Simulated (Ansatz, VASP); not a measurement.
## TaN in VASP and in Ansatz

Contents of INCAR:

```
SYSTEM = TaN
  ALGO = Normal
  EDIFF = 1E-6
  ENCUT = 520
  GGA = PE
  ISIF = 2
  ISMEAR = -1
  LASPH = .True.
  LCHARG = .False.
  LREAL = .False.
  LWAVE = .False.
  NBANDS = 24
  NELM = 80
  PREC = Accurate
  SIGMA = 0.01
```

File KPOINTS:

```
k-points
0
Gamma
  9 9 5
  0 0 0
```

Contents of POSCAR:

```
TaN
1.0
    3.0087798064      0.0000000000      0.0000000000
   -1.5043899033      2.6056797468      0.0000000000
    0.0000000000      0.0000000000      4.8732350589
Ta N
2 2
Direct
    0.3333333333      0.6666666667      0.0000000000
    0.6666666667      0.3333333333      0.5000000000
    0.3333333333      0.6666666667      0.3850000000
    0.6666666667      0.3333333333      0.8850000000
```

Input for Ansatz:

```yaml
crystal:
  lattice:
    - [3.0087798064, 0.0, 0.0]
    - [-1.5043899033, 2.6056797468, 0.0]
    - [0.0, 0.0, 4.8732350589]
  atoms:
    - { symbol: Ta, position: [0.3333333333, 0.6666666667, 0.0] }
    - { symbol: Ta, position: [0.6666666667, 0.3333333333, 0.5] }
    - { symbol: "N", position: [0.3333333333, 0.6666666667, 0.385] }
    - { symbol: "N", position: [0.6666666667, 0.3333333333, 0.885] }
kpoints:
  mp_grid: { grid: [9, 9, 5] }
  band_path:
    path:
      - [0.0, 0.0, 0.0]
      - [0.5, 0.0, 0.0]
      - [0.3333333333, 0.3333333333, 0.0]
      - [0.0, 0.0, 0.0]
      - [0.0, 0.0, 0.5]
      - [0.5, 0.0, 0.5]
      - [0.3333333333, 0.3333333333, 0.5]
      - [0.0, 0.0, 0.5]
      - [0.5, 0.0, 0.5]
    npoints: 5
scf:
  occupations: { method: fermi_dirac, width: 0.01 }
hamiltonian:
  xc: pbe
  pseudopotentials: { kind: all_electron, lapw: { basis_error: 0.001 } }
output:
  forces: true
  stress: true
  eigenvalues: true
```

Change from the starting cell: volume scaled by 0.96.

Alike in both runs: task single point; functional PBE; k mesh 9 × 9 × 5; occupations fermi-dirac, width 0.01 eV; no spin polarisation.

|  | VASP | Ansatz |
| --- | --- | --- |
| version | VASP 6.6.1 | Ansatz 0.2.0 |
| potentials or method | VASP PAW PBE potentials, release 64 (Ta_pv, N), cutoff 520 eV | all-electron LAPW, scalar-relativistic |

```csv
,VASP,Ansatz,Ansatz less VASP
pressure (GPa),172.7,166.1,-6.64
"traceless stress, the component that is largest in VASP (GPa)",-20.02,-19.25,+0.778
rms of the force components (eV/Å),1.426,1.392,-0.0340
```

Atom by atom the forces differ by 0.034 eV/Å (rms over components). Both programs put the cell under a high pressure, so it lies far from rest at this level. Ansatz ran all-electron here, and VASP with PAW potentials.

Neither program's run includes spin-orbit coupling. Noted on VASP's run: the cell as given lies far from equilibrium.
